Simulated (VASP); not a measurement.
# In3Se (Pm-3m) in VASP: further runs, part 2 of 2

VASP 6.6.1.

## Step 4: Single point, PBE+D3(BJ)

Contents of INCAR:

```
SYSTEM = In3Se
ALGO = Normal ; EDIFF = 1E-6
ENCUT = 520 ; GGA = PE
ISIF = 2 ; ISMEAR = 0
IVDW = 12 ; LASPH = .True.
LCHARG = .True. ; LELF = .True.
LREAL = .False. ; LVHAR = .True.
LWAVE = .False. ; NBANDS = 30
NELM = 100 ; PREC = Accurate
SIGMA = 0.15
```

Contents of KPOINTS:

```
k-points
0
Gamma
  12 12 12
  0 0 0
```

Contents of POSCAR:

```
In3Se
1.0
    4.7008968791      0.0000000000      0.0000000000
    0.0000000000      4.7008968791      0.0000000000
    0.0000000000      0.0000000000      4.7008968791
In Se
3 1
Direct
    0.0000000000      0.5000000000      0.5000000000
    0.5000000000      0.0000000000      0.5000000000
    0.5000000000      0.5000000000      0.0000000000
    0.0000000000      0.0000000000      0.0000000000
```

Potentials or basis: VASP PAW PBE potentials, release 64 (In_d, Se).

The run is started by

```console
$ cat potpaw_PBE.64/In_d/POTCAR potpaw_PBE.64/Se/POTCAR > POTCAR
$ mpirun -np 1 vasp_std > vasp.out
```

OUTCAR:

```text
SYSTEM = In3Se
   EDIFF = 1E-6
   ENCUT = 520
   GGA = PE
   ISIF = 2
   ISMEAR = 0
   IVDW = 12
   LASPH = .True.
   LREAL = .False.
   NELM = 100
   PREC = Accurate
 IVDW          = 12

 ion  position               nearest neighbor table
   1  0.000  0.500  0.500-   2 3.32   3 3.32   4 3.32   3 3.32   4 3.32   2 3.32   4 3.32   4 3.32
                             2 3.32   3 3.32   3 3.32   2 3.32
   2  0.500  0.000  0.500-   1 3.32   3 3.32   4 3.32   3 3.32   4 3.32   1 3.32   3 3.32   3 3.32
                             1 3.32   4 3.32   4 3.32   1 3.32
[... 1001 lines left out ...]
  Direction    XX          YY          ZZ          XY          YZ          ZX
  --------------------------------------------------------------------------------------
  -------------------------------------------------------------------------------------
  Total       0.02176     0.02176     0.02176    -0.00000    -0.00000    -0.00000
  in kB       0.33567     0.33567     0.33567    -0.00000    -0.00000    -0.00000
  external pressure =        0.34 kB  Pullay stress =        0.00 kB

 VOLUME and BASIS-vectors are now :
 -----------------------------------------------------------------------------
  energy-cutoff  :      520.00
  volume of cell :      103.88
      direct lattice vectors                 reciprocal lattice vectors
     4.700896879  0.000000000  0.000000000     0.212725364  0.000000000  0.000000000
     0.000000000  4.700896879  0.000000000     0.000000000  0.212725364  0.000000000
     0.000000000  0.000000000  4.700896879     0.000000000  0.000000000  0.212725364

 POSITION                                       TOTAL-FORCE (eV/Angst)
 -----------------------------------------------------------------------------------
      0.00000      2.35045      2.35045         0.000000      0.000000      0.000000
      2.35045      0.00000      2.35045         0.000000      0.000000      0.000000
      2.35045      2.35045      0.00000         0.000000      0.000000      0.000000
      0.00000      0.00000      0.00000         0.000000      0.000000      0.000000
 -----------------------------------------------------------------------------------
    total drift:                                0.000000      0.000000      0.000000

  FREE ENERGIE OF THE ION-ELECTRON SYSTEM (eV)
  ---------------------------------------------------
  free  energy   TOTEN  =       -13.0112097940 eV

  energy  without entropy=      -12.9950693860  energy(sigma->0) =      -13.00313959
```

OSZICAR:

```text
N       E                     dE             d eps       ncg     rms          rms(c)
DAV:   1     0.407677560286E+03    0.40768E+03   -0.21387E+04  5040   0.191E+03
DAV:   2     0.303312126684E+02   -0.37735E+03   -0.36887E+03  5040   0.451E+02
DAV:   3    -0.100004605509E+02   -0.40332E+02   -0.38998E+02  6222   0.162E+02
DAV:   4    -0.118533335454E+02   -0.18529E+01   -0.18475E+01  5838   0.359E+01
DAV:   5    -0.119321040892E+02   -0.78771E-01   -0.78765E-01  7312   0.651E+00    0.453E+00
DAV:   6    -0.116578743621E+02    0.27423E+00   -0.83839E-01  7556   0.819E+00    0.263E+00
DAV:   7    -0.116552734059E+02    0.26010E-02   -0.13895E-01  6088   0.191E+00    0.102E+00
DAV:   8    -0.116518244236E+02    0.34490E-02   -0.12332E-02  7396   0.701E-01    0.249E-01
DAV:   9    -0.116513517888E+02    0.47263E-03   -0.35901E-03  7300   0.382E-01    0.119E-01
DAV:  10    -0.116513313606E+02    0.20428E-04   -0.47018E-04  6938   0.211E-01    0.364E-02
DAV:  11    -0.116513447124E+02   -0.13352E-04   -0.72975E-05  6296   0.470E-02    0.128E-02
DAV:  12    -0.116513426718E+02    0.20407E-05   -0.46758E-06  5852   0.176E-02    0.470E-03
DAV:  13    -0.116513426307E+02    0.41071E-07   -0.20273E-07  3498   0.380E-03
   1 F= -.13011210E+02 E0= -.13003140E+02  d E =-.161404E-01
```

It took 3.3 min on 1 thread of Intel Xeon 6975P-C (Granite Rapids), shared host; peak memory 0.35 GiB.

Results:

* Free energy: -13.0112 eV
* Pressure: 0.0 GPa
* Band gap on the k mesh: zero (an odd number of electrons rules out a gap without spin polarisation)
* Dispersion energy per atom: -0.340 eV

Caveat: spin-orbit coupling is left out, which moves the levels of the heavy elements.

## Step 5: Relaxation of cell and atoms, PBE+D3(BJ)

This run uses another cell than the first one, of 27.71 Å³/atom.

Contents of INCAR:

```
PREC     = Accurate       # precision mode
ENCUT    = 600            # plane-wave cutoff, eV
EDIFF    = 1E-7           # SCF threshold, eV
ISMEAR   = 0              # smearing method
SIGMA    = 0.1            # smearing width, eV
LREAL    = F              # projectors in reciprocal space
LASPH    = T              # aspherical terms in the spheres
NELM     = 60             # most SCF steps
ALGO     = Normal         # electronic algorithm
ISIF     = 3              # what is computed and relaxed
LWAVE    = F              # write WAVECAR
LCHARG   = F              # write CHGCAR
GGA      = PE             # functional
IVDW     = 12             # dispersion correction
IBRION   = 2              # ionic algorithm
NSW      = 100            # ionic steps
EDIFFG   = -0.005         # ionic threshold
```

Contents of KPOINTS:

```
Automatic mesh
0
Gamma
  10 10 10
```

Contents of POSCAR:

```
In3Se
1.0
    4.8037580000      0.0000000000      0.0000000000
    0.0000000000      4.8037580000      0.0000000000
    0.0000000000      0.0000000000      4.8037580000
In Se
3 1
Direct
    0.0000000000      0.5000000000      0.5000000000
    0.5000000000      0.0000000000      0.5000000000
    0.5000000000      0.5000000000      0.0000000000
    0.0000000000      0.0000000000      0.0000000000
```

The run is started by

```console
$ cat potpaw_PBE.64/In_d/POTCAR potpaw_PBE.64/Se/POTCAR > POTCAR
$ mpirun -np 1 vasp_std > vasp.out
```

It took 8.1 min on 1 thread of Intel Xeon 6975P-C (Granite Rapids), shared host; peak memory 0.38 GiB.

It converged, with:

- Free energy: -13.0067 eV
- Relaxed volume: 26.03 Å³/atom
- Relaxed cell: a = 4.704 Å, b = 4.704 Å, c = 4.704 Å, α = 90.00°, β = 90.00°, γ = 90.00°
- Space group after relaxing (to 0.1 Å): Pm-3m (No. 221)
- Energy gained by relaxing: 12.1 meV/atom
- Ionic steps: 3
- Pressure after relaxing: 0.0 GPa
- Band gap on the k mesh: zero (an odd number of electrons rules out a gap without spin polarisation)
- Dispersion energy per atom: -0.339 eV

The path:
| step | energy change (eV) | largest force (eV/Å) | pressure (GPa) | volume (Å³) |
| --- | --- | --- | --- | --- |
| 1 | 0.0000 | 0.0000 | -2.14 | 110.85 |
| 2 | -0.0474 | 0.0000 | -0.35 | 105.02 |
| 3 | -0.0484 | 0.0000 | -0.02 | 104.10 |

Final structure:
```cif
data_structure
_symmetry_space_group_name_H-M 'P 1'
_symmetry_Int_Tables_number 1
_cell_length_a 4.7042
_cell_length_b 4.7042
_cell_length_c 4.7042
_cell_angle_alpha 90.000
_cell_angle_beta 90.000
_cell_angle_gamma 90.000
_cell_volume 104.10
loop_
_atom_site_label
_atom_site_type_symbol
_atom_site_fract_x
_atom_site_fract_y
_atom_site_fract_z
_atom_site_occupancy
In1 In 0.00000 0.50000 0.50000 1
In2 In 0.50000 0.00000 0.50000 1
In3 In 0.50000 0.50000 0.00000 1
Se1 Se 0.00000 0.00000 0.00000 1
```

Levels at points of the mesh, in eV from the Fermi level:
```tsv
k point	band 19	band 20	band 21	band 22	band 23	band 24	band 25	band 26
(0.00, 0.00, 0.00)	-3.49	-3.49	-2.08	-2.08	1.20	1.20	1.20	4.38
(0.50, 0.00, 0.00)	-2.61	-2.61	-1.44	-1.07	-0.15	-0.15	1.35	3.97
(0.50, 0.50, 0.00)	-5.88	-2.07	-0.90	-0.59	-0.59	1.56	1.80	1.80
(0.50, 0.50, 0.50)	-4.45	-4.35	-4.35	-4.35	-3.40	3.23	3.23	3.23
```

Caveat: spin-orbit coupling is left out, which moves the levels of the heavy elements.

## Step 6: The runs side by side

| task | cell | k mesh | cutoff (eV) | smearing | gap on the mesh (eV) | pressure (GPa) |
| --- | --- | --- | --- | --- | --- | --- |
| single point | a = 4.701 Å, 4 atoms | 10 × 10 × 10 | 520 | gaussian 0.1 eV | none | 0.0 |
| single point | a = 4.701 Å, 4 atoms | 10 × 10 × 10 | 520 | gaussian 0.15 eV | none | 0.0 |
| single point | a = 4.701 Å, 4 atoms | 12 × 12 × 12 | 520 | gaussian 0.15 eV | none | 0.0 |
| relaxation of cell and atoms | relaxed from a = 4.804 Å, 4 atoms | 10 × 10 × 10 | 600 | gaussian 0.1 eV | none | 0.0 |

Alike in all rows: level PBE+D3(BJ); potentials or basis VASP PAW PBE potentials, release 64 (In_d, Se); no spin polarisation.

Caveats: spin-orbit coupling is left out, which moves the levels of the heavy elements.

Absolute energies hang on the potentials; compare differences alone.
